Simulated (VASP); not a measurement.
Here is a VASP 6.6.1 calculation.

Contents of INCAR:

```
PREC = Accurate
ENCUT = 520
EDIFF = 1E-7
ISMEAR = -1
SIGMA = 0.05
LREAL = False
LASPH = True
NELM = 60
ALGO = Normal
ISIF = 2
LWAVE = False
LCHARG = False
GGA = VW
NBANDS = 16
```

Contents of KPOINTS:

```
Automatic mesh
0
Gamma
  10 10 6
```

The input POSCAR:

```
AlN
1.0
    3.1336164949      0.0000000000      0.0000000000
   -1.5668082474      2.7137914903      0.0000000000
    0.0000000000      0.0000000000      5.0139877163
Al N
2 2
Direct
    0.6666666667      0.3333333333      0.5000000000
    0.3333333333      0.6666666667      0.0000000000
    0.6666666667      0.3333333333      0.8800000000
    0.3333333333      0.6666666667      0.3800000000
```

Potentials or basis: VASP PAW PBE potentials, release 64 (Al, N).

Launch:

```console
$ cat potpaw_PBE.64/Al/POTCAR potpaw_PBE.64/N/POTCAR > POTCAR
$ mpirun -np 1 vasp_std > vasp.out
```

**Question.** What does it give for the largest force?

**Answer.** 0.106 eV/Å.

**Question.** Estimate the pressure.

**Answer.** -7.7 GPa.

**Question.** What does it give for the band gap on the k mesh?

**Answer.** 4.06 eV, direct.

Forces in eV/Å, atoms in the order of the input:
```
Al   0.000  0.000 -0.106
Al   0.000  0.000 -0.106
N    0.000  0.000  0.106
N    0.000  0.000  0.106
```

Caveat: the PAW data sets were made with another functional, which shifts forces and pressure a little. A k mesh can miss the band edges.
